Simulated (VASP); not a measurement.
Wanted: the native input for a VASP 6.6.1 run.

- Task: relaxation of cell and atoms
- Functional: r2SCAN
- Potentials or basis: VASP PAW PBE potentials, release 64 (Mo_sv)
- Cutoff: 600 eV
- k mesh: 6 × 6 × 6
- Occupations: gaussian, width 0.1 eV
- Spin: no spin polarisation
- Dipole correction: no
- Further INCAR settings: ALGO = Normal; EDIFF = 1e-06; IBRION = 2; EDIFFG = -0.04; NSW = 90; ISIF = 3

The system is Mo.

```
Mo
1.0
     4.70773    0.00000    0.00000
    -2.35386    4.07701    0.00000
     0.00000    0.00000    2.88604
Mo
3
Direct
  0.00000 0.00000 0.00000
  0.33333 0.66667 0.50000
  0.66667 0.33333 0.50000
```

One way to write it, as run:

POSCAR

```
Mo
1.0
    4.7077299181      0.0000000000      0.0000000000
   -2.3538649591      4.0770137032      0.0000000000
    0.0000000000      0.0000000000      2.8860431237
Mo
3
Direct
    0.0000000000      0.0000000000      0.0000000000
    0.3333333333      0.6666666667      0.5000000000
    0.6666666667      0.3333333333      0.5000000000
```

INCAR.step1

```
SYSTEM = Mo
PREC = Accurate ; ENCUT = 600
ISMEAR = 0 ; SIGMA = 0.1
LREAL = .False. ; LASPH = .True.
NELM = 100 ; GGA = PE
ALGO = Normal ; EDIFF = 1E-4
LWAVE = .True. ; LCHARG = .False.
```

INCAR.step2

```
SYSTEM = Mo
PREC = Accurate ; ENCUT = 600
EDIFF = 1E-6 ; ISMEAR = 0
SIGMA = 0.1 ; LREAL = .False.
LASPH = .True. ; NELM = 100
ALGO = Normal ; ISIF = 3
LWAVE = .False. ; LCHARG = .False.
METAGGA = R2SCAN ; LMIXTAU = .True.
IBRION = 2 ; NSW = 90
EDIFFG = -0.04 ; ISTART = 1
```

KPOINTS

```
Automatic mesh
0
Gamma
  6 6 6
  0 0 0
```

Potentials or basis: VASP PAW PBE potentials, release 64 (Mo_sv).

Launch:

```bash
$ cat potpaw_PBE.64/Mo_sv/POTCAR > POTCAR
$ cp INCAR.step1 INCAR
$ mpirun -np 1 vasp_std > vasp.out
$ cp INCAR.step2 INCAR
$ mpirun -np 1 vasp_std > vasp.out
```

It gave:

The relaxed volume is 15.93 Å³/atom. The relaxed cell is a = 4.667 Å, b = 4.667 Å, c = 2.532 Å, α = 90.00°, β = 90.00°, γ = 120.00°. The space group after relaxing (to 0.05 Å) is P6/mmm (No. 191), the energy gained by relaxing is 388.8 meV/atom and the ionic steps are 11. The pressure after relaxing is 0.1 GPa. The band gap on the k mesh is zero (band 21 reaches 13.16 eV, above the bottom of band 22 at 11.53 eV).

Caveat: the k points lie up to 0.41 Å⁻¹ apart in the final cell; the PAW data sets were made with another functional, which shifts forces and pressure a little.

It took 33 min on 1 thread of Oxide Virtual Turin-like Processor, on a shared host, peak memory 0.2 GiB.
